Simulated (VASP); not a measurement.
# Y (P6_3/mmc) in VASP: notebook

Runs on Y. Level: PBE. Tasks: single point.

All numbers are computed with VASP 6.6.1; they aren't measurements. Logs are shortened: lines on timing, memory, paths and dates and some standing lists are left out, and cuts for length are marked.

## Step 1: The cell of the first run

Symmetry: P6_3/mmc, No. 194, hexagonal system. Conventional cell: a = 3.647 Å, b = 3.647 Å, c = 5.501 Å, α = 90.00°, β = 90.00°, γ = 120.00°. Y (site symmetry -6m2) has 12 Y at 3.46 to 3.65 Å within 4.6 Å.

## Step 2: Single point, PBE

File INCAR:

```
SYSTEM = Y
PREC = Accurate
ENCUT = 520
EDIFF = 1E-6
ISMEAR = -1
SIGMA = 0.05
LREAL = .False.
LASPH = .True.
NELM = 100
ALGO = Normal
ISIF = 2
LWAVE = .False.
LCHARG = .False.
GGA = PE
NBANDS = 18
```

File KPOINTS:

```
regular mesh
0
Gamma
  7 7 4
  0 0 0
```

File POSCAR:

```
Y
1.0
    3.6474000000      0.0000000000      0.0000000000
   -1.8237000000      3.1587410578      0.0000000000
    0.0000000000      0.0000000000      5.5013760000
Y
2
Direct
    0.6666666667      0.3333333333      0.7500000000
    0.3333333333      0.6666666667      0.2500000000
```

Potentials or basis: VASP PAW PBE potentials, release 64 (Y_sv).

On the command line:

```console
$ cat potpaw_PBE.64/Y_sv/POTCAR > POTCAR
$ mpirun -np 1 vasp_std > vasp.out
```

OUTCAR:

```text
SYSTEM = Y
   PREC = Accurate
   ENCUT = 520
   EDIFF = 1E-6
   ISMEAR = -1
   LREAL = .False.
   LASPH = .True.
   NELM = 100
   ISIF = 2
   GGA = PE

 ion  position               nearest neighbor table
   1  0.667  0.333  0.750-   2 3.46   2 3.46   2 3.46   2 3.46   2 3.46   2 3.46
   2  0.333  0.667  0.250-   1 3.46   1 3.46   1 3.46   1 3.46   1 3.46   1 3.46

  LATTYP: Found a hexagonal cell.
 ALAT       =     3.6474000000
 C/A-ratio  =     1.5083007074

  Lattice vectors:

 A1 = (   3.6474000000,   0.0000000000,   0.0000000000)
 A2 = (  -1.8237000000,   3.1587410578,   0.0000000000)
 A3 = (   0.0000000000,   0.0000000000,   5.5013760000)

Analysis of symmetry for initial positions (statically):
=====================================================================
 Subroutine PRICEL returns:
 Original cell was already a primitive cell.

 Routine SETGRP: Setting up the symmetry group for a
 hexagonal supercell.

 Subroutine GETGRP returns: Found 24 space group operations
 (whereof 12 operations were pure point group operations)
 out of a pool of 24 trial point group operations.

The static configuration has the point symmetry D_3d.
 The point group associated with its full space group is D_6h.

Analysis of symmetry for dynamics (positions and initial velocities):
=====================================================================
 Subroutine PRICEL returns:
 Original cell was already a primitive cell.

 Routine SETGRP: Setting up the symmetry group for a
 hexagonal supercell.

 Subroutine GETGRP returns: Found 24 space group operations
 (whereof 12 operations were pure point group operations)
 out of a pool of 24 trial point group operations.

The dynamic configuration has the point symmetry D_3d.
 The point group associated with its full space group is D_6h.

 Subroutine INISYM returns: Found 24 space group operations
 (whereof 12 operations are pure point group operations),
 and found     1 'primitive' translations

----------------------------------------------------------------------------------------

                                     Primitive cell

  volume of cell :      63.3824

  direct lattice vectors                    reciprocal lattice vectors
     3.647400000  0.000000000  0.000000000     0.274167900  0.158290911  0.000000000
    -1.823700000  3.158741058  0.000000000     0.000000000  0.316581822  0.000000000
     0.000000000  0.000000000  5.501376000     0.000000000  0.000000000  0.181772706

  length of vectors
     3.647400000  3.647400000  5.501376000     0.316581822  0.316581822  0.181772706

  position of ions in fractional coordinates (direct lattice)
     0.666666667  0.333333333  0.750000000
     0.333333333  0.666666667  0.250000000

  ion indices of the primitive-cell ions
   primitive index   ion index
                 1           1
                 2           2

----------------------------------------------------------------------------------------

 KPOINTS: regular mesh

Automatic generation of k-mesh.
 Grid dimensions read from file:
 generate k-points for:    7    7    4

 Generating k-lattice:

  Cartesian coordinates                     Fractional coordinates (reciprocal lattice)
     0.039166843  0.022612987  0.000000000     0.142857143  0.000000000  0.000000000
     0.000000000  0.045225975  0.000000000     0.000000000  0.142857143  0.000000000
     0.000000000  0.000000000  0.045443176     0.000000000  0.000000000  0.250000000

  Length of vectors
     0.045225975  0.045225975  0.045443176

  Shift w.r.t. Gamma in fractional coordinates (k-lattice)
     0.000000000  0.000000000  0.000000000

 Subroutine IBZKPT returns following result:
 ===========================================

 Found     24 irreducible k-points:

 Following reciprocal coordinates:
            Coordinates               Weight
  0.000000  0.000000  0.000000      1.000000
  0.142857 -0.000000  0.000000      6.000000
  0.285714 -0.000000  0.000000      6.000000
  0.428571 -0.000000  0.000000      6.000000
  0.142857  0.142857  0.000000      6.000000
  0.285714  0.142857  0.000000     12.000000
[... 16 lines left out ...]
  0.428571  0.142857  0.500000      6.000000
  0.285714  0.285714  0.500000      6.000000
   k-points           NKPTS =     24   k-points in BZ     NKDIM =     24   number of bands    NBANDS=     18
   number of dos      NEDOS =    301   number of ions     NIONS =      2
   total plane-waves  NPLWV =  32928
   dimension x,y,z NGX =    28 NGY =   28 NGZ =   42
   dimension x,y,z NGXF=    56 NGYF=   56 NGZF=   84
   ions per type =               2
   NGX,Y,Z   is equivalent  to a cutoff of  12.76, 12.76, 12.69 a.u.
   NGXF,Y,Z  is equivalent  to a cutoff of  25.52, 25.52, 25.38 a.u.
 SYSTEM =  Y
   PREC   = accura    normal or accurate (medium, high low for compatibility)
   ISTART =      0    job   : 0-new  1-cont  2-samecut
   ICHARG =      2    charge: 1-file 2-atom 10-const
   ISPIN  =      1    spin polarized calculation?
   LNONCOLLINEAR =      F non collinear calculations
   LSORBIT =      F    spin-orbit coupling
   LASPH  =      T    aspherical Exc in radial PAW
   ENCUT  =  520.0 eV  38.22 Ry    6.18 a.u.   6.78  6.78 10.23*2*pi/ulx,y,z
   NELM   =    100;   NELMIN=  2; NELMDL= -5     # of ELM steps
   EDIFF  = 0.1E-05   stopping-criterion for ELM
   LREAL  =      F    real-space projection
   EDIFFG = 0.1E-04   stopping-criterion for IOM
   NSW    =      0    number of steps for IOM
   IBRION =     -1    ionic relax: 0-MD 1-quasi-New 2-CG
   NFREE  =      0    steps in history (QN), initial steepest desc. (CG)
   ISIF   =      2    stress and relaxation
   ISYM   =      2    0-nonsym 1-usesym 2-fastsym
   POTIM  = 0.5000    time-step for ionic-motion
   TEBEG  =    0.0;   TEEND  =   0.0 temperature during run
   PSTRESS=    0.0 pullay stress
   NELECT =      22.0000    total number of electrons
   NUPDOWN=      -1.0000    fix difference up-down
   EMIN   =  10.00;   EMAX   =-10.00  energy-range for DOS
   EFERMI =   0.00;   METHOD = LEGACY
   ISMEAR =    -1;   SIGMA  =   0.05  broadening in eV -4-tet -1-fermi 0-gaus
   EFERMI_NEDOS =   21; number of points for ismear=-14 and -15
   IALGO  =     38    algorithm
   IMIX   =      4    mixing-type and parameters
     AMIX     =   0.40;   BMIX     =  1.00
     AMIX_MAG =   1.60;   BMIX_MAG =  1.00
  volume/ion in A,a.u.               =      31.69       213.86
  Fermi-wavevector in a.u.,A,eV,Ry     =   1.150516  2.174161 18.009868  1.323688
  Thomas-Fermi vector in A             =   2.287180
   LORBIT       =      0    0 simple, 1 ext, 2 COOP (PROOUT), +10 PAW based schemes
   GGA     = PE    functional components
[... 5 lines left out ...]
 non-spin polarized calculation
  energy-cutoff  :      520.00
  volume of cell :       63.38
 maximum number of plane-waves:      1725
 NGX is ok and might be reduce to    28
   NGX = 13   NGY = 13   NGZ = 21

 number of electron      22.0000001 magnetization

 Free energy of the ion-electron system (eV)
  ---------------------------------------------------
  ext. energy  EPLUGINS =         0.00000000
  ---------------------------------------------------
  free energy    TOTEN  =       -12.87299396 eV

  energy without entropy =      -12.84659911  energy(sigma->0) =      -12.85979653

 E-fermi :   3.1795     XC(G=0):  -9.5653

 val. band max:        3.1563135030   @ k =   0.4286  -0.0000   0.2500
 cond. band min:       3.2043126827   @ k =   0.2857   0.2857   0.5000
 fundamental gap:      0.0479991798
 Fermi energy:         3.1794724607

 k-point     1 :       0.0000    0.0000    0.0000
  band No.  band energies     occupation
      1     -39.4445      2.00000
      2     -39.3457      2.00000
      3     -19.7868      2.00000
      4     -19.2574      2.00000
      5     -19.2574      2.00000
      6     -19.1364      2.00000
[... 10 lines left out ...]
     17       5.8146      0.00000
     18       5.8146      0.00000

 k-point     2 :       0.1429   -0.0000    0.0000
  band No.  band energies     occupation
      1     -39.4337      2.00000
      2     -39.3435      2.00000
      3     -19.7466      2.00000
      4     -19.3269      2.00000
      5     -19.2830      2.00000
      6     -19.2100      2.00000
[... 10 lines left out ...]
     17       5.9606      0.00000
     18       6.0851      0.00000

 k-point     3 :       0.2857   -0.0000    0.0000
  band No.  band energies     occupation
      1     -39.4074      2.00000
      2     -39.3407      2.00000
      3     -19.6412      2.00000
      4     -19.4850      2.00000
      5     -19.3655      2.00000
      6     -19.3364      2.00000
[... 10 lines left out ...]
     17       6.9658      0.00000
     18       6.9740      0.00000

 k-point     4 :       0.4286   -0.0000    0.0000
  band No.  band energies     occupation
      1     -39.3815      2.00000
      2     -39.3430      2.00000
      3     -19.6129      2.00000
      4     -19.5222      2.00000
      5     -19.4818      2.00000
      6     -19.3767      2.00000
[... 375 lines left out ...]
      4     -19.6416      2.00000
      5     -19.3309      2.00000
      6     -19.3309      2.00000
[... 10 lines left out ...]
     17       8.0245      0.00000
     18       8.0246      0.00000

 k-point    23 :       0.4286    0.1429    0.5000
  band No.  band energies     occupation
      1     -39.3589      2.00000
      2     -39.3589      2.00000
      3     -19.6850      2.00000
      4     -19.6850      2.00000
      5     -19.3582      2.00000
      6     -19.3582      2.00000
[... 10 lines left out ...]
     17       8.1248      0.00000
     18       8.1248      0.00000

 k-point    24 :       0.2857    0.2857    0.5000
  band No.  band energies     occupation
      1     -39.3575      2.00000
      2     -39.3575      2.00000
      3     -19.6510      2.00000
      4     -19.6510      2.00000
      5     -19.4267      2.00000
      6     -19.4267      2.00000
[... 10 lines left out ...]
     17       7.9174      0.00000
     18       7.9174      0.00000

------------------------ aborting loop because EDIFF is reached ----------------------------------------

  FORCE on cell =-STRESS in cart. coord.  units (eV):
  Direction    XX          YY          ZZ          XY          YZ          ZX
  --------------------------------------------------------------------------------------
  -------------------------------------------------------------------------------------
  Total        0.4278889      0.4278889      1.0696397      0.0000000     -0.0000000      0.0000000
  in kB       10.8161532     10.8161532     27.0382973      0.0000000     -0.0000000      0.0000000
  external PRESSURE =      16.2235346 kB  Pullay stress =       0.0000000 kB

 VOLUME and BASIS-vectors are now :
 -----------------------------------------------------------------------------
  energy-cutoff  :      520.00
  volume of cell :       63.38
      direct lattice vectors                 reciprocal lattice vectors
     3.647400000  0.000000000  0.000000000     0.274167900  0.158290911  0.000000000
    -1.823700000  3.158741058  0.000000000     0.000000000  0.316581822  0.000000000
     0.000000000  0.000000000  5.501376000     0.000000000  0.000000000  0.181772706

 POSITION                                       TOTAL-FORCE (eV/Angst)
 -----------------------------------------------------------------------------------
      1.82370      1.05291      4.12603         0.000000      0.000000      0.000000
     -0.00000      2.10583      1.37534        -0.000000     -0.000000      0.000000
 -----------------------------------------------------------------------------------
    total drift:                               -0.000000      0.000000     -0.000000

  FREE ENERGIE OF THE ION-ELECTRON SYSTEM (eV)
  ---------------------------------------------------
  free  energy   TOTEN  =       -12.8729939647 eV

  energy  without entropy=      -12.8465991052  energy(sigma->0) =      -12.85979653
```

It took 25 s on 1 thread of Intel Xeon Platinum 8488C (Sapphire Rapids), shared host; peak memory 0.19 GiB.

Results:

```yaml
Free_energy: -12.8730 eV
Pressure: 1.6 GPa
Band_gap_on_the_k_mesh: zero (band 11 reaches 4.45 eV, above the bottom of band 12 at 2.63 eV)
```

Stress tensor (GPa, compression positive):
```
1.08 0.00 0.00
0.00 1.08 0.00
0.00 0.00 2.70
```

## Step 3: Single point, PBE

This run uses another cell than the first one, of 32.35 Å³/atom, 1.021 times its volume.

File INCAR:

```
PREC = Accurate
ENCUT = 520
EDIFF = 1E-6
ISMEAR = -1
SIGMA = 0.05
LREAL = F
LASPH = T
NELM = 100
ALGO = Normal
ISIF = 2
LWAVE = F
LCHARG = F
GGA = PE
NBANDS = 18
```

File KPOINTS:

```
regular mesh
0
Gamma
  7 7 4
```

POSCAR: that of step 2 with these lines changed.

```diff
@@ -4,3 +4,3 @@
    -1.8237000000      3.1587410578      0.0000000000
-    0.0000000000      0.0000000000      5.5013760000
+    0.0000000000      0.0000000000      5.6159880000
 Y
```

Potentials or basis: VASP PAW PBE potentials, release 64 (Y_sv).

On the command line:

```console
$ cat potpaw_PBE.64/Y_sv/POTCAR > POTCAR
$ mpirun -np 1 vasp_std > vasp.out
```

Run time: 25 s. Hardware: 1 thread of Intel Xeon Platinum 8488C (Sapphire Rapids), shared host; peak memory 0.19 GiB.

It converged, with:

* Free energy: -12.8877 eV
* Pressure: 0.7 GPa
* Band gap on the k mesh: zero (band 11 reaches 4.13 eV, above the bottom of band 12 at 2.58 eV)

Stress tensor (GPa, compression positive):
```
0.56 0.00 0.00
0.00 0.56 0.00
0.00 0.00 0.90
```

Levels at points of the mesh, in eV from the Fermi level:
```tsv
k point	band 6	band 7	band 8	band 9	band 10	band 11	band 12	band 13	band 14	band 15
(0.00, 0.00, 0.00)	-22.37	-22.37	-22.32	-4.72	-1.87	1.05	1.72	1.72	2.19	2.37
(0.00, 0.00, 0.50)	-22.43	-22.43	-22.43	-3.23	-3.23	1.02	1.02	1.61	1.61	1.61
```
